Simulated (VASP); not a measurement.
# NaGeCl3 (Pm-3m) in VASP: a series of runs

Runs on NaGeCl3. Level: r2SCAN. Tasks: single point.

Everything below comes from runs of VASP 6.6.1. Logs are shortened: lines on timing, memory, paths and dates and some standing lists are left out, and cuts for length are marked.

### Step 1. The cell of the first run

Symmetry: Pm-3m, No. 221, cubic system. The conventional cell has a = 5.085 Å, b = 5.085 Å, c = 5.085 Å, α = 90.00°, β = 90.00°, γ = 90.00°. Within 4.7 Å of Na (site symmetry m-3m) lie 12 Cl at 3.60 Å and 8 Ge at 4.40 Å. Within 3.4 Å of Ge (site symmetry m-3m) lie 6 Cl at 2.54 Å. Cl (site symmetry 4/mmm) has 2 Ge at 2.54 Å within 3.4 Å.

### Step 2. Single point, r2SCAN (26.30 Å³/atom)

The input, POSCAR:

```
NaGeCl3
1.0
    5.0849046094      0.0000000000      0.0000000000
    0.0000000000      5.0849046094      0.0000000000
    0.0000000000      0.0000000000      5.0849046094
Na Ge Cl
1 1 3
Direct
    0.0000000000      0.0000000000      0.0000000000
    0.5000000000      0.5000000000      0.5000000000
    0.5000000000      0.5000000000      0.0000000000
    0.5000000000      0.0000000000      0.5000000000
    0.0000000000      0.5000000000      0.5000000000
```

The input, INCAR.step1:

```
  PREC = Accurate
  ENCUT = 520
  ISMEAR = 0
  SIGMA = 0.01
  LREAL = F
  LASPH = T
  NELM = 80
  NBANDS = 29
  GGA = PE
  ALGO = Normal
  EDIFF = 1E-4
  LWAVE = T
  LCHARG = F
```

The input, INCAR.step2:

```
  PREC = Accurate
  ENCUT = 520
  EDIFF = 1E-6
  ISMEAR = 0
  SIGMA = 0.01
  LREAL = F
  LASPH = T
  NELM = 80
  ALGO = Normal
  ISIF = 2
  LWAVE = F
  LCHARG = F
  METAGGA = R2SCAN
  LMIXTAU = T
  NBANDS = 29
  ISTART = 1
```

The input, KPOINTS:

```
Automatic mesh
0
Gamma
  4 4 4
```

Potentials or basis: VASP PAW PBE potentials, release 64 (Na_pv, Ge_d, Cl).

Run with:

```sh
$ cat potpaw_PBE.64/Na_pv/POTCAR potpaw_PBE.64/Ge_d/POTCAR potpaw_PBE.64/Cl/POTCAR > POTCAR
$ cp INCAR.step1 INCAR
$ mpirun -np 1 vasp_std > vasp.out
$ cp INCAR.step2 INCAR
$ mpirun -np 1 vasp_std > vasp.out
```

OUTCAR:

```text
PREC = Accurate
   ENCUT = 520
   EDIFF = 1E-6
   ISMEAR = 0
   LREAL = F
   LASPH = T
   NELM = 80
   ISIF = 2
   METAGGA = R2SCAN
   ISTART = 1

 ion  position               nearest neighbor table
   1  0.000  0.000  0.000-
   2  0.500  0.500  0.500-   3 2.54   4 2.54   5 2.54   3 2.54   4 2.54   5 2.54
   3  0.500  0.500  0.000-   2 2.54   2 2.54
   4  0.500  0.000  0.500-   2 2.54   2 2.54
   5  0.000  0.500  0.500-   2 2.54   2 2.54

  LATTYP: Found a simple cubic cell.
 ALAT       =     5.0849046094

  Lattice vectors:

 A1 = (   5.0849046094,   0.0000000000,   0.0000000000)
 A2 = (   0.0000000000,   5.0849046094,   0.0000000000)
 A3 = (   0.0000000000,   0.0000000000,   5.0849046094)

Analysis of symmetry for initial positions (statically):
=====================================================================
 Subroutine PRICEL returns:
 Original cell was already a primitive cell.

 Routine SETGRP: Setting up the symmetry group for a
 simple cubic supercell.

 Subroutine GETGRP returns: Found 48 space group operations
 (whereof 48 operations were pure point group operations)
 out of a pool of 48 trial point group operations.

The static configuration has the point symmetry O_h .

Analysis of symmetry for dynamics (positions and initial velocities):
=====================================================================
 Subroutine PRICEL returns:
 Original cell was already a primitive cell.

 Routine SETGRP: Setting up the symmetry group for a
 simple cubic supercell.

 Subroutine GETGRP returns: Found 48 space group operations
 (whereof 48 operations were pure point group operations)
 out of a pool of 48 trial point group operations.

The dynamic configuration has the point symmetry O_h .

 Subroutine INISYM returns: Found 48 space group operations
 (whereof 48 operations are pure point group operations),
 and found     1 'primitive' translations

----------------------------------------------------------------------------------------

                                     Primitive cell

  volume of cell :     131.4766

  direct lattice vectors                    reciprocal lattice vectors
     5.084904609  0.000000000  0.000000000     0.196660523  0.000000000  0.000000000
     0.000000000  5.084904609  0.000000000     0.000000000  0.196660523  0.000000000
     0.000000000  0.000000000  5.084904609     0.000000000  0.000000000  0.196660523

  length of vectors
     5.084904609  5.084904609  5.084904609     0.196660523  0.196660523  0.196660523

  position of ions in fractional coordinates (direct lattice)
     0.000000000  0.000000000  0.000000000
     0.500000000  0.500000000  0.500000000
     0.500000000  0.500000000  0.000000000
     0.500000000  0.000000000  0.500000000
     0.000000000  0.500000000  0.500000000

  ion indices of the primitive-cell ions
   primitive index   ion index
                 1           1
                 2           2
                 3           3
                 4           4
                 5           5

----------------------------------------------------------------------------------------

 KPOINTS: Automatic mesh

Automatic generation of k-mesh.
 Grid dimensions read from file:
 generate k-points for:    4    4    4

 Generating k-lattice:

  Cartesian coordinates                     Fractional coordinates (reciprocal lattice)
     0.049165131  0.000000000  0.000000000     0.250000000  0.000000000  0.000000000
     0.000000000  0.049165131  0.000000000     0.000000000  0.250000000  0.000000000
     0.000000000  0.000000000  0.049165131     0.000000000  0.000000000  0.250000000

  Length of vectors
     0.049165131  0.049165131  0.049165131

  Shift w.r.t. Gamma in fractional coordinates (k-lattice)
     0.000000000  0.000000000  0.000000000

 Subroutine IBZKPT returns following result:
 ===========================================

 Found     10 irreducible k-points:

 Following reciprocal coordinates:
            Coordinates               Weight
  0.000000  0.000000  0.000000      1.000000
  0.250000  0.000000  0.000000      6.000000
  0.500000  0.000000  0.000000      3.000000
  0.250000  0.250000  0.000000     12.000000
  0.500000  0.250000  0.000000     12.000000
  0.500000  0.500000  0.000000      3.000000
  0.250000  0.250000  0.250000      8.000000
  0.500000  0.250000  0.250000     12.000000
  0.500000  0.500000  0.250000      6.000000
  0.500000  0.500000  0.500000      1.000000
   k-points           NKPTS =     10   k-points in BZ     NKDIM =     10   number of bands    NBANDS=     29
   number of dos      NEDOS =    301   number of ions     NIONS =      5
   total plane-waves  NPLWV =  64000
   dimension x,y,z NGX =    40 NGY =   40 NGZ =   40
   dimension x,y,z NGXF=    80 NGYF=   80 NGZF=   80
   ions per type =               1   1   3
   NGX,Y,Z   is equivalent  to a cutoff of  13.08, 13.08, 13.08 a.u.
   NGXF,Y,Z  is equivalent  to a cutoff of  26.16, 26.16, 26.16 a.u.
 SYSTEM =  unknown system
   PREC   = accura    normal or accurate (medium, high low for compatibility)
   ISTART =      1    job   : 0-new  1-cont  2-samecut
   ICHARG =      0    charge: 1-file 2-atom 10-const
   ISPIN  =      1    spin polarized calculation?
   LNONCOLLINEAR =      F non collinear calculations
   LSORBIT =      F    spin-orbit coupling
   LASPH  =      T    aspherical Exc in radial PAW
   ENCUT  =  520.0 eV  38.22 Ry    6.18 a.u.   9.45  9.45  9.45*2*pi/ulx,y,z
   NELM   =     80;   NELMIN=  2; NELMDL=  0     # of ELM steps
   EDIFF  = 0.1E-05   stopping-criterion for ELM
   LREAL  =      F    real-space projection
   EDIFFG = 0.1E-04   stopping-criterion for IOM
   NSW    =      0    number of steps for IOM
   IBRION =     -1    ionic relax: 0-MD 1-quasi-New 2-CG
   NFREE  =      0    steps in history (QN), initial steepest desc. (CG)
   ISIF   =      2    stress and relaxation
   ISYM   =      2    0-nonsym 1-usesym 2-fastsym
   POTIM  = 0.5000    time-step for ionic-motion
   TEBEG  =    0.0;   TEEND  =   0.0 temperature during run
   PSTRESS=    0.0 pullay stress
   NELECT =      42.0000    total number of electrons
   NUPDOWN=      -1.0000    fix difference up-down
   EMIN   =  10.00;   EMAX   =-10.00  energy-range for DOS
   EFERMI =   0.00;   METHOD = LEGACY
   ISMEAR =     0;   SIGMA  =   0.01  broadening in eV -4-tet -1-fermi 0-gaus
   EFERMI_NEDOS =   21; number of points for ismear=-14 and -15
   IALGO  =     38    algorithm
   IMIX   =      4    mixing-type and parameters
     AMIX     =   0.40;   BMIX     =  1.00
     AMIX_MAG =   1.60;   BMIX_MAG =  1.00
  volume/ion in A,a.u.               =      26.30       177.45
  Fermi-wavevector in a.u.,A,eV,Ry     =   1.119116  2.114823 17.040218  1.252421
  Thomas-Fermi vector in A             =   2.255753
   LORBIT       =      0    0 simple, 1 ext, 2 COOP (PROOUT), +10 PAW based schemes
   METAGGA = R2SCAN    functional components
   LHFCALC =     F    Hartree Fock is set to
   AEXX    =    0.0000 exact exchange contribution
   IVDW    =     0    specifies the selected vdW correction
   LEPSILON=     F    determine dielectric tensor
   LRPA    =     F    only Hartree local field effects (RPA)
 non-spin polarized calculation
 Gauss-broadening in eV      SIGMA  =   0.01
  energy-cutoff  :      520.00
  volume of cell :      131.48
 maximum number of plane-waves:      3575
 NGX is ok and might be reduce to    40
   NGX = 19   NGY = 19   NGZ = 19

 number of electron      41.9999994 magnetization

 Free energy of the ion-electron system (eV)
  ---------------------------------------------------
  ext. energy  EPLUGINS =         0.00000000
  ---------------------------------------------------
  free energy    TOTEN  =       -41.39390331 eV

  energy without entropy =      -41.39390331  energy(sigma->0) =      -41.39390331

 E-fermi :   3.4517     XC(G=0):  -8.4940

 val. band max:        3.3629186023   @ k =   0.5000   0.5000   0.5000
 cond. band min:       3.7442714268   @ k =   0.5000   0.5000   0.5000
 fundamental gap:      0.3813528245
 Fermi energy:         3.4517213094

 k-point     1 :       0.0000    0.0000    0.0000
  band No.  band energies     occupation
      1     -23.8609      2.00000
      2     -23.8609      2.00000
      3     -23.8609      2.00000
      4     -23.4648      2.00000
      5     -23.4648      2.00000
      6     -23.4308      2.00000
[... 21 lines left out ...]
     28       9.3103      0.00000
     29       9.3103      0.00000

 k-point     2 :       0.2500    0.0000    0.0000
  band No.  band energies     occupation
      1     -23.8611      2.00000
      2     -23.8609      2.00000
      3     -23.8609      2.00000
      4     -23.4648      2.00000
      5     -23.4624      2.00000
      6     -23.4309      2.00000
[... 21 lines left out ...]
     28       9.0741      0.00000
     29       9.4167      0.00000

 k-point     3 :       0.5000    0.0000    0.0000
  band No.  band energies     occupation
      1     -23.8613      2.00000
      2     -23.8609      2.00000
      3     -23.8609      2.00000
      4     -23.4648      2.00000
      5     -23.4599      2.00000
      6     -23.4310      2.00000
[... 21 lines left out ...]
     28       9.1306      0.00000
     29       9.1306      0.00000

 k-point     4 :       0.2500    0.2500    0.0000
  band No.  band energies     occupation
      1     -23.8611      2.00000
      2     -23.8611      2.00000
      3     -23.8609      2.00000
      4     -23.4636      2.00000
      5     -23.4611      2.00000
      6     -23.4310      2.00000
[... 149 lines left out ...]
     28       9.5675      0.00000
     29      10.8154      0.00000

 k-point     9 :       0.5000    0.5000    0.2500
  band No.  band energies     occupation
      1     -23.8612      2.00000
      2     -23.8612      2.00000
      3     -23.8610      2.00000
      4     -23.4599      2.00000
      5     -23.4574      2.00000
      6     -23.4311      2.00000
[... 21 lines left out ...]
     28       9.3592      0.00000
     29      10.9388      0.00000

 k-point    10 :       0.5000    0.5000    0.5000
  band No.  band energies     occupation
      1     -23.8612      2.00000
      2     -23.8612      2.00000
      3     -23.8612      2.00000
      4     -23.4574      2.00000
      5     -23.4574      2.00000
      6     -23.4311      2.00000
[... 21 lines left out ...]
     28       9.9003      0.00000
     29      10.4261      0.00000

------------------------ aborting loop because EDIFF is reached ----------------------------------------

  FORCE on cell =-STRESS in cart. coord.  units (eV):
  Direction    XX          YY          ZZ          XY          YZ          ZX
  --------------------------------------------------------------------------------------
  -------------------------------------------------------------------------------------
  Total        1.5856960      1.5856960      1.5856960      0.0000000      0.0000000     -0.0000000
  in kB       19.3233355     19.3233355     19.3233355      0.0000000      0.0000000     -0.0000000
  external PRESSURE =      19.3233355 kB  Pullay stress =       0.0000000 kB

 VOLUME and BASIS-vectors are now :
 -----------------------------------------------------------------------------
  energy-cutoff  :      520.00
  volume of cell :      131.48
      direct lattice vectors                 reciprocal lattice vectors
     5.084904609  0.000000000  0.000000000     0.196660523  0.000000000  0.000000000
     0.000000000  5.084904609  0.000000000     0.000000000  0.196660523  0.000000000
     0.000000000  0.000000000  5.084904609     0.000000000  0.000000000  0.196660523

 POSITION                                       TOTAL-FORCE (eV/Angst)
 -----------------------------------------------------------------------------------
      0.00000      0.00000      0.00000         0.000000      0.000000      0.000000
      2.54245      2.54245      2.54245         0.000000      0.000000      0.000000
      2.54245      2.54245      0.00000         0.000000      0.000000      0.000000
      2.54245      0.00000      2.54245         0.000000      0.000000      0.000000
      0.00000      2.54245      2.54245         0.000000      0.000000      0.000000
 -----------------------------------------------------------------------------------
    total drift:                               -0.000000      0.000000     -0.000000

  FREE ENERGIE OF THE ION-ELECTRON SYSTEM (eV)
  ---------------------------------------------------
  free  energy   TOTEN  =       -41.3939033115 eV

  energy  without entropy=      -41.3939033115  energy(sigma->0) =      -41.39390331
```

Run time: 52 s. Hardware: 1 thread of Intel Xeon 6975P-C (Granite Rapids), shared host; peak memory 0.26 GiB.

What came out:

- Free energy: -41.3939 eV
- Pressure: 1.9 GPa
- Band gap on the k mesh: 0.38 eV

Caveat: the PAW data sets were made with another functional, which shifts forces and pressure a little. A k mesh can miss the band edges.

### Step 3. Single point, r2SCAN (27.13 Å³/atom)

This run uses another cell than the first one, of 27.13 Å³/atom.

POSCAR: that of step 2 with these lines changed.

```diff
@@ -2,5 +2,5 @@
 1.0
-    5.0849046094      0.0000000000      0.0000000000
-    0.0000000000      5.0849046094      0.0000000000
-    0.0000000000      0.0000000000      5.0849046094
+    5.1384338547      0.0000000000      0.0000000000
+    0.0000000000      5.1384338547      0.0000000000
+    0.0000000000      0.0000000000      5.1384338547
 Na Ge Cl
```

The input, INCAR.step1:

```
SYSTEM = NaGeCl3
  ALGO = Normal
  EDIFF = 1E-4
  ENCUT = 520
  GGA = PE
  ISMEAR = 0
  LASPH = .True.
  LCHARG = .False.
  LREAL = .False.
  LWAVE = .True.
  NBANDS = 29
  NELM = 60
  PREC = Accurate
  SIGMA = 0.01
```

The input, INCAR.step2:

```
SYSTEM = NaGeCl3
  ALGO = Normal
  EDIFF = 1E-6
  ENCUT = 520
  ISIF = 2
  ISMEAR = 0
  ISTART = 1
  LASPH = .True.
  LCHARG = .True.
  LELF = .True.
  LMIXTAU = .True.
  LREAL = .False.
  LVHAR = .True.
  LWAVE = .False.
  METAGGA = R2SCAN
  NBANDS = 29
  NELM = 60
  PREC = Accurate
  SIGMA = 0.01
```

The input, KPOINTS:

```
k-points
0
Gamma
  4 4 4
  0 0 0
```

Potentials or basis: VASP PAW PBE potentials, release 64 (Na_pv, Ge_d, Cl).

Run with:

```sh
$ cat potpaw_PBE.64/Na_pv/POTCAR potpaw_PBE.64/Ge_d/POTCAR potpaw_PBE.64/Cl/POTCAR > POTCAR
$ cp INCAR.step1 INCAR
$ mpirun -np 1 vasp_std > vasp.out
$ cp INCAR.step2 INCAR
$ mpirun -np 1 vasp_std > vasp.out
```

Wall time 54 s (1 thread of Intel Xeon 6975P-C (Granite Rapids), shared host); peak memory 0.27 GiB.

It converged, with:

```yaml
Free_energy: -41.4311 eV
Pressure: 0.8 GPa
Band_gap_on_the_k_mesh: 0.59 eV
```

Levels at points of the mesh, in eV from the valence-band top:
```csv
k point,band 17,band 18,band 19,band 20,band 21,band 22,band 23,band 24,band 25,band 26
"(0.00, 0.00, 0.00)",-4.18,-4.18,-4.10,-4.10,-4.10,1.30,5.31,5.31,5.48,5.48
"(0.50, 0.00, 0.00)",-4.54,-4.34,-4.13,-4.13,-2.68,1.61,3.14,3.70,5.25,5.25
"(0.50, 0.50, 0.00)",-4.58,-4.52,-4.52,-3.54,-1.30,1.17,1.17,3.52,4.69,5.09
"(0.50, 0.50, 0.50)",-4.57,-3.53,-3.53,-3.53,0.00,0.59,0.59,0.59,2.29,6.68
```

Caveat: the PAW data sets were made with another functional, which shifts forces and pressure a little.

(Continued in part 2 of 2.)
